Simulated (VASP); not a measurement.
Input of a VASP 6.6.1 run:

Contents of INCAR:

```
SYSTEM = CaI3
PREC     = Accurate       ! precision mode
ENCUT    = 520            ! plane-wave cutoff, eV
EDIFF    = 1E-6           ! SCF threshold, eV
ISMEAR   = 0              ! smearing method
SIGMA    = 0.1            ! smearing width, eV
LREAL    = .FALSE.        ! projectors in reciprocal space
LASPH    = .TRUE.         ! aspherical terms in the spheres
NELM     = 80             ! most SCF steps
ALGO     = Normal         ! electronic algorithm
ISIF     = 2              ! what is computed and relaxed
LWAVE    = .FALSE.        ! write WAVECAR
LCHARG   = .FALSE.        ! write CHGCAR
GGA      = PE             ! functional
NBANDS   = 24             ! bands
```

The input KPOINTS:

```
regular mesh
0
G
  10 10 6
  0 0 0
```

Contents of POSCAR:

```
CaI3
1.0
    4.4776649824      0.0000000000      0.0000000000
    0.0000000000      4.4776649824      0.0000000000
    0.0000000000      0.0000000000     10.6536575723
Ca I
1 3
Direct
    0.0000000000      0.0000000000      0.5000000000
    0.0000000000      0.0000000000      0.7850727030
    0.0000000000      0.0000000000      0.2149272970
    0.5000000000      0.5000000000      0.5000000000
```

Potentials or basis: VASP PAW PBE potentials, release 64 (Ca_sv, I).

Command:

```bash
$ cat potpaw_PBE.64/Ca_sv/POTCAR potpaw_PBE.64/I/POTCAR > POTCAR
$ mpirun -np 1 vasp_std > vasp.out
```

Task: Estimate the pressure.

Result: 0.0 GPa.

Task: Predict the band gap on the k mesh.

Result: Zero (an odd number of electrons rules out a gap without spin polarisation).

Forces on the atoms (eV/Å):
```
Ca   0.000  0.000  0.000
I    0.000  0.000  0.012
I    0.000  0.000 -0.012
I    0.000  0.000  0.000
```

Caveat: spin-orbit coupling is left out, which moves the levels of the heavy elements; an odd number of electrons without spin polarisation forces a metal; a magnetic or distorted state may lie lower.
